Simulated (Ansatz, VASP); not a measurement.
Two plane-wave programs on BN

Contents of INCAR:

```
SYSTEM = BN
PREC = Accurate
ENCUT = 520
EDIFF = 1E-8
ISMEAR = -1
SIGMA = 0.02
LREAL = .False.
LASPH = .True.
NELM = 80
ALGO = Normal
ISIF = 2
LWAVE = .False.
LCHARG = .False.
GGA = PE
LEFG = .True.
NBANDS = 16
```

Contents of KPOINTS:

```
regular mesh
0
Gamma
  12 12 7
  0 0 0
```

The input POSCAR:

```
BN
1.0
    2.5539396017      0.0000000000      0.0000000000
   -1.2769698009      2.2117765748      0.0000000000
    0.0000000000      0.0000000000      4.2268550000
B N
2 2
Direct
    0.6666666667      0.3333333333      0.9997240000
    0.3333333333      0.6666666667      0.4997240000
    0.6666666667      0.3333333333      0.6252760000
    0.3333333333      0.6666666667      0.1252760000
```

Input for Ansatz:

```yaml
crystal:
  lattice:
    - [2.5539396017, 0.0, 0.0]
    - [-1.2769698009, 2.2117765748, 0.0]
    - [0.0, 0.0, 4.226855]
  atoms:
    - { symbol: B, position: [0.6666666667, 0.3333333333, 0.999724] }
    - { symbol: B, position: [0.3333333333, 0.6666666667, 0.499724] }
    - { symbol: "N", position: [0.6666666667, 0.3333333333, 0.625276] }
    - { symbol: "N", position: [0.3333333333, 0.6666666667, 0.125276] }
kpoints:
  mp_grid: { grid: [12, 12, 7] }
scf:
  occupations: { method: fermi_dirac, width: 0.02 }
hamiltonian:
  xc: pbe
  pseudopotentials: { kind: paw, frozen_core: stored }
output:
  forces: true
  stress: true
  populations: true
  efg: { quadrupole_moments_barn: { B: 0.04059, "N": 0.02044 } }
  write_density: true
  write_potential: true
  elf: true
  volumetric_format: npy
```

Alike in both runs: task electric field gradients; functional PBE; k mesh 12 × 12 × 7; occupations fermi-dirac, width 0.02 eV; no spin polarisation.

|  | VASP | Ansatz |
| --- | --- | --- |
| version | VASP 6.6.1 | Ansatz 0.2.0 |
| potentials or method | VASP PAW PBE potentials, release 64 (B, N) | plane-wave PAW, scalar-relativistic |
| plane-wave cutoff (eV) | 520 | 420 |
| valence electrons in the cell | 16 | 16 |

|  | VASP | Ansatz | Ansatz less VASP |
| --- | --- | --- | --- |
| gap on the k mesh at the Fermi level (eV) | 5.20 | 5.21 | +0.017 |
| pressure (GPa) | 0.2 | 0.0 | -0.23 |
| traceless stress, the component that is largest in VASP (GPa) | -0.52 | -0.48 | +0.039 |
| rms of the force components (eV/Å) | 0.008 | 0.010 | +0.0013 |
| size of Vzz on the site where it differs most (V/Å²) | 0.9 | 0.8 | -0.15 |

Atom by atom the forces differ by 0.001 eV/Å (rms over components).
